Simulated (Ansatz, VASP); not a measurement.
# One calculation of VSi2, two programs

The input INCAR:

```
  PREC = Accurate
  ENCUT = 600
  EDIFF = 1E-6
  ISMEAR = 0
  SIGMA = 0.1
  LREAL = F
  LASPH = T
  NELM = 80
  ALGO = Normal
  ISIF = 3
  LWAVE = F
  LCHARG = F
  GGA = PE
  IBRION = 2
  NSW = 100
  EDIFFG = -0.01
```

File KPOINTS:

```
regular mesh
0
Gamma
  12 12 6
```

POSCAR

```
VSi2
1.0
    3.3134456992      0.0000000000      0.0000000000
    0.0000000000      3.3134456992      0.0000000000
    0.0000000000      0.0000000000      7.5923495613
V Si
2 4
Direct
    0.0000000000      0.5000000000      0.7495916783
    0.5000000000      0.0000000000      0.2504083217
    0.0000000000      0.0000000000      0.0000000000
    0.5000000000      0.5000000000      0.0000000000
    0.0000000000      0.5000000000      0.4111975243
    0.5000000000      0.0000000000      0.5888024757
```

Input for Ansatz:

```yaml
crystal:
  lattice:
    - [3.3134456992, 0.0, 0.0]
    - [0.0, 3.3134456992, 0.0]
    - [0.0, 0.0, 7.5923495613]
  atoms:
    - { symbol: V, position: [0.0, 0.5, 0.7495916783] }
    - { symbol: V, position: [0.5, 0.0, 0.2504083217] }
    - { symbol: Si, position: [0.0, 0.0, 0.0] }
    - { symbol: Si, position: [0.5, 0.5, 0.0] }
    - { symbol: Si, position: [0.0, 0.5, 0.4111975243] }
    - { symbol: Si, position: [0.5, 0.0, 0.5888024757] }
basis:
  ecutwfc: 420
kpoints:
  mp_grid: { grid: [12, 12, 6] }
hamiltonian:
  xc: pbe
scf:
  occupations: { method: gaussian, width: 0.1 }
output:
  forces: true
  stress: true
  eigenvalues: true
relax:
  adjacent_minimum: "off"
  f_tol: 0.01
  max_steps: 80
  cell: { stress_tol: 0.05 }
```

Alike in both runs: task relaxation of cell and atoms; functional PBE; k mesh 12 × 12 × 6; occupations gaussian, width 0.1 eV; no spin polarisation.

```csv
,VASP,Ansatz
version,VASP 6.6.1,Ansatz 0.2.0
potentials or method,"VASP PAW PBE potentials, release 64 (V_sv, Si), cutoff 600 eV","scalar-relativistic, plane waves, PAW"
valence electrons in the cell,42,42
```

VASP gave:

```
gap on the k mesh at the Fermi level, each at its own relaxed structure (eV) : none
relaxed volume (Å³/atom)                                                     : 13.90
relaxed cell length with the largest relative difference (Å)                 : 7.597
```

Problem. Which values does Ansatz return?

Solution. gap on the k mesh at the Fermi level, each at its own relaxed structure (eV): none; relaxed volume (Å³/atom): 13.89; relaxed cell length with the largest relative difference (Å): 7.594.

A gap of «none» marks a metal or a gap that the smearing closes.
